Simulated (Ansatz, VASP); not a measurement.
LiCl: VASP beside Ansatz

Contents of POSCAR:

```
LiCl
1.0
    0.0000000000      2.5647700000      2.5647700000
    2.5647700000      0.0000000000      2.5647700000
    2.5647700000      2.5647700000      0.0000000000
Cl Li
1 1
Direct
    0.5000000000      0.5000000000      0.5000000000
    0.0000000000      0.0000000000      0.0000000000
```

The input INCAR.step1:

```
PREC = Accurate ; ENCUT = 520
EDIFF = 1E-5 ; ISMEAR = -1
SIGMA = 0.05 ; LREAL = False
LASPH = True ; NELM = 80
ALGO = Normal ; ISIF = 2
LWAVE = True ; GGA = PE
NBANDS = 12
```

File INCAR.step2:

```
PREC = Accurate ; ENCUT = 520
EDIFF = 1E-7 ; ISMEAR = -1
SIGMA = 0.05 ; LREAL = False
LASPH = True ; NELM = 80
ALGO = Normal ; ISIF = 2
LWAVE = False ; LCHARG = True
METAGGA = R2SCAN ; LHFCALC = True
AEXX = 0.25 ; LMIXTAU = True
PRECFOCK = Normal ; LELF = True
LVHAR = True ; ISTART = 1
NBANDS = 12
```

Contents of KPOINTS:

```
Automatic mesh
0
Gamma
  5 5 5
```

input.yaml

```yaml
crystal:
  lattice:
    - [0.0, 2.56477, 2.56477]
    - [2.56477, 0.0, 2.56477]
    - [2.56477, 2.56477, 0.0]
  atoms:
    - { symbol: Cl, position: [0.5, 0.5, 0.5] }
    - { symbol: Li, position: [0.0, 0.0, 0.0] }
hamiltonian:
  xc: r2scan0
  pseudopotentials: { kind: paw }
kpoints:
  mp_grid: { grid: [5, 5, 5] }
scf:
  occupations: { method: fermi_dirac, width: 0.05 }
  n_extra_bands: 6
output:
  forces: true
  stress: true
  eigenvalues: true
  dos: { projected: true, de: 0.05 }
```

Alike in both runs: functional r2SCAN0; k mesh 5 × 5 × 5; occupations fermi-dirac, width 0.05 eV; no spin polarisation.

```csv
,VASP,Ansatz
version,VASP 6.6.1,Ansatz 0.2.0
potentials or method,"VASP PAW PBE potentials, release 64 (Cl, Li_sv)",Ansatz PAW
plane-wave cutoff (eV),520,500
valence electrons in the cell,10,10
task,single point,projected density of states
```

Ansatz gave:

* gap on the k mesh at the Fermi level (eV): 8.98
* least direct gap on the mesh (eV): 8.98

**Question.** Estimate VASP's values.

**Answer.** gap on the k mesh at the Fermi level (eV): 9.04; least direct gap on the mesh (eV): 9.04.

VASP's potentials were made for PBE, not for r2SCAN0.

The k mesh is coarse, so the values compare programs but aren't converged. Noted on VASP's run: the cutoff is short for stress, so the pressure is rough. Noted on Ansatz's run: odd divisions of the mesh miss points on the zone boundary, where band edges often lie, so the gap on the mesh can be too wide.
